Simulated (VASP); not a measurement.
A run of VASP 6.6.1 is set up as follows.

The input INCAR:

```
PREC     = Accurate       # precision mode
ENCUT    = 520            # plane-wave cutoff, eV
EDIFF    = 1E-7           # SCF threshold, eV
ISMEAR   = 0              # smearing method
SIGMA    = 0.1            # smearing width, eV
LREAL    = F              # projectors in reciprocal space
LASPH    = T              # aspherical terms in the spheres
NELM     = 80             # most SCF steps
ALGO     = Normal         # electronic algorithm
ISIF     = 2              # what is computed and relaxed
LWAVE    = F              # write WAVECAR
LCHARG   = F              # write CHGCAR
GGA      = PE             # functional
NBANDS   = 47             # bands
```

KPOINTS

```
regular mesh
0
Gamma
  4 4 4
```

Contents of POSCAR:

```
Hf2Ge3Ru
1.0
    4.4068608900      0.0000000000      0.0000000000
    0.0000000000      4.4068608900      0.0000000000
    0.0000000000      0.0000000000      6.5688287100
Hf Ge Ru
2 3 1
Direct
    0.0000000000      0.5000000000      0.5000000000
    0.5000000000      0.0000000000      0.5000000000
    0.5000000000      0.5000000000      0.3488990100
    0.5000000000      0.5000000000      0.6511009900
    0.5000000000      0.5000000000      0.0000000000
    0.0000000000      0.0000000000      0.0000000000
```

Potentials or basis: VASP PAW PBE potentials, release 64 (Hf_pv, Ge_d, Ru_pv).

Launch:

```sh
$ cat potpaw_PBE.64/Hf_pv/POTCAR potpaw_PBE.64/Ge_d/POTCAR potpaw_PBE.64/Ru_pv/POTCAR > POTCAR
$ mpirun -np 1 vasp_std > vasp.out
```

(1) Estimate the largest force.

(2) Predict the band gap on the k mesh.

(3) What does it give for the pressure?

Results:

(1) 12.172 eV/Å.

(2) zero (band 38 reaches 5.65 eV, above the bottom of band 39 at 4.92 eV).

(3) 27.2 GPa.

Caveat: spin-orbit coupling is left out, which moves the levels of the heavy elements; forces of over 1 eV/Å act on the atoms, so gaps and moduli don't describe the material at rest.
